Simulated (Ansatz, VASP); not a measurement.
## Os in VASP and in Ansatz

INCAR

```
PREC     = Accurate       # precision mode
ENCUT    = 520            # plane-wave cutoff, eV
EDIFF    = 1E-7           # SCF threshold, eV
ISMEAR   = -1             # smearing method
SIGMA    = 0.05           # smearing width, eV
LREAL    = False          # projectors in reciprocal space
LASPH    = True           # aspherical terms in the spheres
NELM     = 80             # most SCF steps
ALGO     = Normal         # electronic algorithm
ISIF     = 2              # what is computed and relaxed
LWAVE    = False          # write WAVECAR
LCHARG   = True           # write CHGCAR
GGA      = PS             # functional
LELF     = True           # ELF
LVHAR    = True         
NBANDS   = 15             # bands
```

Contents of KPOINTS:

```
regular mesh
0
Gamma
  16 16 9
```

File POSCAR:

```
Os
1.0
    2.5263325135      0.0000000000      0.0000000000
   -1.2631662567      2.1878681351      0.0000000000
    0.0000000000      0.0000000000      4.0202450152
Os
2
Direct
    0.3333333333      0.6666666667      0.2500000000
    0.6666666667      0.3333333333      0.7500000000
```

Input for Ansatz:

```yaml
crystal:
  lattice:
    - [2.5263325135, 0.0, 0.0]
    - [-1.2631662567, 2.1878681351, 0.0]
    - [0.0, 0.0, 4.0202450152]
  atoms:
    - { symbol: Os, position: [0.3333333333, 0.6666666667, 0.25] }
    - { symbol: Os, position: [0.6666666667, 0.3333333333, 0.75] }
kpoints:
  mp_grid: { grid: [16, 16, 9] }
scf:
  occupations: { method: fermi_dirac, width: 0.05 }
hamiltonian:
  xc: pbesol
  pseudopotentials: { kind: paw }
output:
  forces: true
  stress: true
  eigenvalues: true
  populations: true
```

Change from the starting cell: volume scaled by 0.8, PAW files.

Alike in both runs: task single point; functional PBEsol; k mesh 16 × 16 × 9; occupations fermi-dirac, width 0.05 eV; no spin polarisation.

```csv
,VASP,Ansatz
version,VASP 6.6.1,Ansatz 0.2.0
potentials or method,"VASP PAW PBE potentials, release 64 (Os)","PAW with Ansatz's default frozen-core files, scalar-relativistic"
plane-wave cutoff (eV),520,420
valence electrons in the cell,16,32
```

VASP gave:

* pressure (GPa): 170.0
* traceless stress, the component that is largest in VASP (GPa): 0.00

Q: Estimate Ansatz's values.

A: Pressure (GPa): 161.7; traceless stress, the component that is largest in VASP (GPa): -0.06.

VASP's potentials were made for PBE, not for PBEsol. Both programs put the cell under a high pressure, so it lies far from rest at this level. VASP's potentials hold 16 valence electrons a cell and Ansatz's 32, so a difference there can come from the potentials and not from the codes.

Neither program's run includes spin-orbit coupling. Noted on VASP's run: the cell as given lies far from equilibrium.
